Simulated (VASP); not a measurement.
# Mg16O17 (a cell with a defect) (O interstitial hop between voids) in VASP: notebook

Runs on Mg16O17 (a cell with a defect) (O interstitial hop between voids). Level: PBE. Tasks: single point.

All numbers are computed with VASP 6.6.1; they aren't measurements. Logs are shortened: lines on timing, memory, paths and dates and some standing lists are left out, and cuts for length are marked.

## 1. The cell of the first run

The cell holds a defect, 33 atoms: a = 7.369 Å, b = 7.369 Å, c = 7.369 Å, α = 109.47°, β = 109.47°, γ = 109.47°.

## 2. Single point, PBE

INCAR

```
SYSTEM = Mg16O17
PREC = Accurate
ENCUT = 520
EDIFF = 1E-6
ISMEAR = -1
SIGMA = 0.01
LREAL = Auto
LASPH = .True.
NELM = 120
ALGO = Normal
ISIF = 2
LWAVE = .False.
LCHARG = .True.
GGA = PE
LELF = .True.
LVHAR = .True.
NELECT = 136.0
NBANDS = 89
GGA_COMPAT = .False.
```

KPOINTS

```
regular mesh
0
Gamma
  1 1 1
  0 0 0
```

POSCAR

```
Mg16O17
1.0
   -4.2543812300      4.2543812300      4.2543812300
    4.2543812300     -4.2543812300      4.2543812300
    4.2543812300      4.2543812300     -4.2543812300
Mg O
16 17
Direct
    0.0026840566      0.0025826317      0.0033192841
    0.0025782833      0.2570763975      0.7508725305
    0.0048940137      0.4977788509      0.4985477054
    0.0025947369      0.7501411668      0.2578676994
    0.2572007399      0.0024613450      0.7508620707
    0.2433298626      0.2432046975      0.4962476059
    0.2433208131      0.4955209432      0.2439439354
    0.2571908677      0.7501160163      0.0031890654
    0.4979351604      0.0047447558      0.4985439445
    0.4956455207      0.2431431139      0.2439100880
    0.4979127129      0.4977988303      0.0055266556
    0.4978808634      0.7502047483      0.7509503327
    0.7502729134      0.0024437161      0.2578796870
    0.7502793773      0.2571073068      0.0032237355
    0.7502389484      0.4977192653      0.7508793470
    0.7502471752      0.7500586636      0.4985453549
    0.0066788796      0.0065501887      0.5133278806
   -0.0121145702      0.2441340923      0.2449013014
    0.0066834631      0.5125535024      0.0073039999
    0.0663761625      0.7501082596      0.7508358624
    0.2442644286     -0.0122727601      0.2448797942
    0.2442594925      0.2441278635     -0.0115229448
    0.2562666440      0.4937302010      0.7508757037
    0.2562725203      0.7501272988      0.4944847173
    0.5126801953      0.0065320897      0.0072974184
    0.4938440836      0.2561376005      0.7508777017
    0.4341825286      0.4340050645      0.4347304343
    0.4938312733      0.7501186019      0.2569050447
    0.7502588103      0.0662745026      0.7508918048
    0.7502705628      0.2561150356      0.4944841297
    0.7502702103      0.4936818979      0.2569030467
    0.7502545793      0.7501220101      0.0670974190
    0.7502733835      0.7501603235      0.7509900564
```

Potentials or basis: VASP PAW PBE potentials, release 64 (Mg, O).

Launch:

```sh
$ cat potpaw_PBE.64/Mg/POTCAR potpaw_PBE.64/O/POTCAR > POTCAR
$ mpirun -np 1 vasp_gam > vasp.out
```

OUTCAR:

```text
SYSTEM = Mg16O17
   PREC = Accurate
   ENCUT = 520
   EDIFF = 1E-6
   ISMEAR = -1
   LREAL = Auto
   LASPH = .True.
   NELM = 120
   ISIF = 2
   GGA = PE
   NELECT = 136.0

 ion  position               nearest neighbor table
   1  0.003  0.003  0.003-  33 1.86  18 2.12  22 2.12  21 2.12  29 2.45  20 2.45  32 2.45   6 2.97
                             7 2.97  10 2.97  16 3.04  12 3.04  15 3.04  14 3.05   2 3.05  13 3.05
   2  0.003  0.257  0.751-  29 1.92  23 2.09  17 2.10  22 2.10  30 2.16  19 2.16  15 2.97  13 2.97
                             3 2.97   8 2.97   7 2.97  11 2.98   6 2.98   9 3.04  14 3.04   1 3.05
   3  0.005  0.498  0.499-  20 1.92  18 2.09  31 2.10  30 2.10  23 2.16  24 2.16  12 2.97   6 2.97
                             2 2.97   7 2.97   4 2.97  14 2.98  13 2.98   8 3.04   5 3.04  16 3.05
   4  0.003  0.750  0.258-  32 1.92  24 2.09  19 2.10  21 2.10  17 2.16  31 2.16  16 2.97   5 2.97
                            14 2.97   3 2.97   6 2.97   9 2.98   7 2.98  13 3.04  11 3.04  15 3.05
   5  0.257  0.002  0.751-  20 1.92  26 2.09  17 2.10  22 2.10  24 2.16  25 2.16  12 2.97   4 2.97
                            10 2.97   9 2.97  14 2.97  11 2.98   6 2.98   8 3.04   3 3.04  16 3.05
   6  0.243  0.243  0.496-  27 1.92  17 2.09  26 2.10  23 2.10  18 2.16  21 2.16   1 2.97   3 2.97
                            13 2.97   4 2.97   9 2.97   5 2.98   2 2.98   7 3.04  10 3.04  15 3.05
   7  0.243  0.496  0.244-  27 1.92  19 2.09  28 2.10  24 2.10  18 2.16  22 2.16   1 2.97  11 2.97
                             3 2.97  14 2.97   2 2.97   4 2.98   8 2.98   6 3.04  10 3.04  16 3.05
   8  0.257  0.750  0.003-  20 1.92  28 2.09  19 2.10  21 2.10  23 2.16  25 2.16  12 2.97  10 2.97
                             2 2.97  11 2.97  13 2.97   7 2.98   9 2.98   3 3.04   5 3.04  15 3.05
   9  0.498  0.005  0.499-  29 1.92  21 2.09  28 2.10  24 2.10  30 2.16  26 2.16  15 2.97  13 2.97
[... 16 lines left out ...]
  18  0.988  0.244  0.245-   3 2.09  14 2.10  13 2.10   1 2.12   6 2.16   7 2.16
  19  0.007  0.513  0.007-   7 2.09   8 2.10   4 2.10  15 2.12  14 2.16   2 2.16
  20  0.066  0.750  0.751-   3 1.92   5 1.92   8 1.92  16 2.45  15 2.45   1 2.45
  21  0.244  0.988  0.245-   9 2.09   8 2.10   4 2.10   1 2.12  10 2.16   6 2.16
  22  0.244  0.244  0.988-  11 2.09   5 2.10   2 2.10   1 2.12   7 2.16  10 2.16
[... 8 lines left out ...]
  31  0.750  0.494  0.257-  14 2.09  10 2.10   3 2.10  16 2.12   4 2.16  11 2.16
  32  0.750  0.750  0.067-  13 1.92   4 1.92  11 1.92  12 2.45  15 2.45   1 2.45
  33  0.750  0.750  0.751-   1 1.86  15 1.86  12 1.86  16 1.86

  LATTYP: Found a body centered cubic cell.
 ALAT       =     8.5087624600

  Lattice vectors:

 A1 = (  -4.2543812300,   4.2543812300,   4.2543812300)
 A2 = (   4.2543812300,  -4.2543812300,   4.2543812300)
 A3 = (   4.2543812300,   4.2543812300,  -4.2543812300)

Analysis of symmetry for initial positions (statically):
=====================================================================
 Subroutine PRICEL returns:
 Original cell was already a primitive cell.

 Routine SETGRP: Setting up the symmetry group for a
 body centered cubic supercell.

 Subroutine GETGRP returns: Found  1 space group operations
 (whereof  1 operations were pure point group operations)
 out of a pool of 48 trial point group operations.

The static configuration has the point symmetry C_1 .

Analysis of symmetry for dynamics (positions and initial velocities):
=====================================================================
 Subroutine PRICEL returns:
 Original cell was already a primitive cell.

 Routine SETGRP: Setting up the symmetry group for a
 body centered cubic supercell.

 Subroutine GETGRP returns: Found  1 space group operations
 (whereof  1 operations were pure point group operations)
 out of a pool of 48 trial point group operations.

The dynamic configuration has the point symmetry C_1 .

 Subroutine INISYM returns: Found  1 space group operations
 (whereof  1 operations are pure point group operations),
 and found     1 'primitive' translations

----------------------------------------------------------------------------------------

                                     Primitive cell

  volume of cell :     308.0131

  direct lattice vectors                    reciprocal lattice vectors
    -4.254381230  4.254381230  4.254381230     0.000000000  0.117525904  0.117525904
     4.254381230 -4.254381230  4.254381230     0.117525904  0.000000000  0.117525904
     4.254381230  4.254381230 -4.254381230     0.117525904  0.117525904  0.000000000

  length of vectors
     7.368804445  7.368804445  7.368804445     0.166206727  0.166206727  0.166206727

  position of ions in fractional coordinates (direct lattice)
     0.002684057  0.002582632  0.003319284
     0.002578283  0.257076398  0.750872530
     0.004894014  0.497778851  0.498547705
     0.002594737  0.750141167  0.257867699
     0.257200740  0.002461345  0.750862071
     0.243329863  0.243204697  0.496247606
[... 25 lines left out ...]
     0.750254579  0.750122010  0.067097419
     0.750273384  0.750160323  0.750990056

  ion indices of the primitive-cell ions
   primitive index   ion index
                 1           1
                 2           2
                 3           3
                 4           4
                 5           5
                 6           6
[... 25 lines left out ...]
                32          32
                33          33

----------------------------------------------------------------------------------------

 KPOINTS: regular mesh

Automatic generation of k-mesh.
 Grid dimensions read from file:
 generate k-points for:    1    1    1

 Generating k-lattice:

  Cartesian coordinates                     Fractional coordinates (reciprocal lattice)
     0.000000000  0.117525904  0.117525904     1.000000000  0.000000000  0.000000000
     0.117525904  0.000000000  0.117525904     0.000000000  1.000000000  0.000000000
     0.117525904  0.117525904  0.000000000     0.000000000  0.000000000  1.000000000

  Length of vectors
     0.166206727  0.166206727  0.166206727

  Shift w.r.t. Gamma in fractional coordinates (k-lattice)
     0.000000000  0.000000000  0.000000000

 Subroutine IBZKPT returns following result:
 ===========================================

 Found      1 irreducible k-points:

 Following reciprocal coordinates:
            Coordinates               Weight
  0.000000  0.000000  0.000000      1.000000
   k-points           NKPTS =      1   k-points in BZ     NKDIM =      1   number of bands    NBANDS=     89
   number of dos      NEDOS =    301   number of ions     NIONS =     33
   total plane-waves  NPLWV = 175616
   dimension x,y,z NGX =    56 NGY =   56 NGZ =   56
   dimension x,y,z NGXF=   112 NGYF=  112 NGZF=  112
   ions per type =              16  17
   NGX,Y,Z   is equivalent  to a cutoff of  12.63, 12.63, 12.63 a.u.
   NGXF,Y,Z  is equivalent  to a cutoff of  25.27, 25.27, 25.27 a.u.
 SYSTEM =  Mg16O17
   PREC   = accura    normal or accurate (medium, high low for compatibility)
   ISTART =      0    job   : 0-new  1-cont  2-samecut
   ICHARG =      2    charge: 1-file 2-atom 10-const
   ISPIN  =      1    spin polarized calculation?
   LNONCOLLINEAR =      F non collinear calculations
   LSORBIT =      F    spin-orbit coupling
   LASPH  =      T    aspherical Exc in radial PAW
   ENCUT  =  520.0 eV  38.22 Ry    6.18 a.u.  13.70 13.70 13.70*2*pi/ulx,y,z
   NELM   =    120;   NELMIN=  2; NELMDL= -5     # of ELM steps
   EDIFF  = 0.1E-05   stopping-criterion for ELM
   LREAL  =      T    real-space projection
   EDIFFG = 0.1E-04   stopping-criterion for IOM
   NSW    =      0    number of steps for IOM
   IBRION =     -1    ionic relax: 0-MD 1-quasi-New 2-CG
   NFREE  =      0    steps in history (QN), initial steepest desc. (CG)
   ISIF   =      2    stress and relaxation
   ISYM   =      2    0-nonsym 1-usesym 2-fastsym
   POTIM  = 0.5000    time-step for ionic-motion
   TEBEG  =    0.0;   TEEND  =   0.0 temperature during run
   PSTRESS=    0.0 pullay stress
   NELECT =     136.0000    total number of electrons
   NUPDOWN=      -1.0000    fix difference up-down
   EMIN   =  10.00;   EMAX   =-10.00  energy-range for DOS
   EFERMI =   0.00;   METHOD = LEGACY
   ISMEAR =    -1;   SIGMA  =   0.01  broadening in eV -4-tet -1-fermi 0-gaus
   EFERMI_NEDOS =   21; number of points for ismear=-14 and -15
   IALGO  =     38    algorithm
   IMIX   =      4    mixing-type and parameters
     AMIX     =   0.40;   BMIX     =  1.00
     AMIX_MAG =   1.60;   BMIX_MAG =  1.00
  volume/ion in A,a.u.               =       9.33        62.99
  Fermi-wavevector in a.u.,A,eV,Ry     =   1.246612  2.355756 21.144027  1.554042
  Thomas-Fermi vector in A             =   2.380782
   LORBIT       =      0    0 simple, 1 ext, 2 COOP (PROOUT), +10 PAW based schemes
   GGA     = PE    functional components
   LHFCALC =     F    Hartree Fock is set to
   AEXX    =    0.0000 exact exchange contribution
   IVDW    =     0    specifies the selected vdW correction
   LEPSILON=     F    determine dielectric tensor
   LRPA    =     F    only Hartree local field effects (RPA)
 non-spin polarized calculation
  energy-cutoff  :      520.00
  volume of cell :      308.01
 maximum number of plane-waves:      4196
 NGX is ok and might be reduce to    54
   NGX = 27   NGY = 27   NGZ = 27

 number of electron     136.0000000 magnetization

 Free energy of the ion-electron system (eV)
  ---------------------------------------------------
  ext. energy  EPLUGINS =         0.00000000
  ---------------------------------------------------
  free energy    TOTEN  =      -180.18681553 eV

  energy without entropy =     -180.18681553  energy(sigma->0) =     -180.18681553

 E-fermi :   5.3356     XC(G=0): -11.1320

 val. band max:        4.9920254793   @ k =   0.0000   0.0000   0.0000
 cond. band min:       7.7024778230   @ k =   0.0000   0.0000   0.0000
 fundamental gap:      2.7104523437
 Fermi energy:         5.3355586651

 k-point     1 :       0.0000    0.0000    0.0000
  band No.  band energies     occupation
      1     -14.2369      2.00000
      2     -13.2578      2.00000
      3     -13.2575      2.00000
      4     -13.1386      2.00000
      5     -13.1385      2.00000
      6     -13.1379      2.00000
[... 72 lines left out ...]
     79      12.0934      0.00000
     80      12.5890      0.00000
 [bands above 80 left out]

------------------------ aborting loop because EDIFF is reached ----------------------------------------

  FORCE on cell =-STRESS in cart. coord.  units (eV):
  Direction    XX          YY          ZZ          XY          YZ          ZX
  --------------------------------------------------------------------------------------
  -------------------------------------------------------------------------------------
  Total       36.2455675     36.2227842     36.2194558      0.0074872     -0.0079902     -0.0021157
  in kB      188.5368658    188.4183551    188.4010419      0.0389459     -0.0415621     -0.0110051
  external PRESSURE =     188.4520876 kB  Pullay stress =       0.0000000 kB

 VOLUME and BASIS-vectors are now :
 -----------------------------------------------------------------------------
  energy-cutoff  :      520.00
  volume of cell :      308.01
      direct lattice vectors                 reciprocal lattice vectors
    -4.254381230  4.254381230  4.254381230     0.000000000  0.117525904  0.117525904
     4.254381230 -4.254381230  4.254381230     0.117525904  0.000000000  0.117525904
     4.254381230  4.254381230 -4.254381230     0.117525904  0.117525904  0.000000000

 POSITION                                       TOTAL-FORCE (eV/Angst)
 -----------------------------------------------------------------------------------
      0.01369      0.01455      0.00828        -0.007200     -0.005966     -0.005809
      4.27723      2.11177     -2.08983        -0.002793      0.003673     -0.005550
      4.21793      0.02409      0.01755         0.005833     -0.003076     -0.002552
      4.27742     -2.08328      2.10536        -0.002795     -0.004405      0.002187
      2.11069      4.27821     -2.08975         0.003036     -0.002288     -0.005594
      2.11069      2.11176     -0.04132         0.002953      0.003296      0.005320
[... 25 lines left out ...]
      0.28489      0.28602      6.09772         0.007979      0.008993     -0.008788
      3.19452      3.19548      3.18842        -0.002849     -0.003491      0.001812
 -----------------------------------------------------------------------------------
    total drift:                               -0.002818     -0.000293      0.000094

  FREE ENERGIE OF THE ION-ELECTRON SYSTEM (eV)
  ---------------------------------------------------
  free  energy   TOTEN  =      -180.1868155288 eV

  energy  without entropy=     -180.1868155288  energy(sigma->0) =     -180.18681553
```

Run time: 53 s. Hardware: 1 thread of Intel Xeon 6975P-C (Granite Rapids), shared host; peak memory 0.39 GiB.

Results:

```
Free energy   : -180.1868 eV
Largest force : 0.019 eV/Å
```

Forces on the atoms (eV/Å):
```
Mg  -0.007 -0.006 -0.006
Mg  -0.003  0.004 -0.006
Mg   0.006 -0.003 -0.003
Mg  -0.003 -0.004  0.002
Mg   0.003 -0.002 -0.006
Mg   0.003  0.003  0.005
Mg   0.002  0.006  0.004
Mg   0.003 -0.005 -0.002
Mg  -0.003  0.006 -0.003
Mg   0.006  0.003  0.004
Mg  -0.003 -0.002  0.005
Mg  -0.008  0.006  0.007
Mg  -0.004 -0.003  0.002
Mg  -0.006  0.002 -0.003
Mg   0.006 -0.006  0.007
Mg   0.007  0.006 -0.006
O   -0.005 -0.004  0.015
O    0.014  0.005  0.005
O   -0.004  0.014 -0.004
O   -0.008  0.010  0.009
O    0.005  0.015  0.005
O    0.006  0.005  0.015
O    0.005 -0.004 -0.015
O    0.006 -0.017 -0.006
O    0.015 -0.004 -0.004
O   -0.005  0.006 -0.015
O   -0.009 -0.010 -0.009
O   -0.004 -0.015  0.004
O    0.010 -0.010  0.009
O   -0.016  0.004 -0.007
O   -0.015 -0.005  0.004
O    0.008  0.009 -0.009
O   -0.003 -0.003  0.002
```

Levels at points of the mesh, in eV from the Fermi level:
```
           k point  band 64  band 65  band 66  band 67  band 68  band 69  band 70  band 71  band 72  band 73
(0.00, 0.00, 0.00)    -2.09    -2.02    -0.35    -0.35    -0.34     2.37     6.60     6.61     6.61     6.63
```

Caveat: the k points lie up to 1.04 Å⁻¹ apart; the cell carries a net charge on a neutralising background, which shifts energy and pressure; the cell is charged against a uniform background, so pressure and absolute levels hang on convention.

[end of part 1 of 2]
